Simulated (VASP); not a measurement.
A run of VASP 6.6.1:

The input INCAR:

```
PREC = Accurate ; ENCUT = 520
EDIFF = 1E-6 ; ISMEAR = 0
SIGMA = 0.05 ; LREAL = F
LASPH = T ; NELM = 100
ALGO = Normal ; ISIF = 2
LWAVE = F ; LCHARG = F
GGA = PE ; NBANDS = 28
```

The input KPOINTS:

```
Automatic mesh
0
Gamma
  8 8 6
```

Contents of POSCAR:

```
PbSe
1.0
    4.2709919997      0.0640648800      0.0000000000
   -2.0800141863      3.6667551311      0.0000000000
    0.0000000000      0.0000000000      7.6440140151
Pb Se
2 2
Direct
    0.3333333333      0.6666666667      0.2500000000
    0.6666666667      0.3333333333      0.7500000000
    0.0000000000      0.0000000000      0.0000000000
    0.0000000000      0.0000000000      0.5000000000
```

Potentials or basis: VASP PAW PBE potentials, release 64 (Pb_d, Se).

Launch:

```sh
$ cat potpaw_PBE.64/Pb_d/POTCAR potpaw_PBE.64/Se/POTCAR > POTCAR
$ mpirun -np 1 vasp_std > vasp.out
```

Hardware: 1 thread of Oxide Virtual Turin-like Processor, on a shared host.

Task: How long does it take, and how much memory?

Result: Run time: 8.6 min on 1 thread of Oxide Virtual Turin-like Processor, with other jobs on the host, peak memory 0.48 GiB. Counts: scf iterations 13, k points 136.
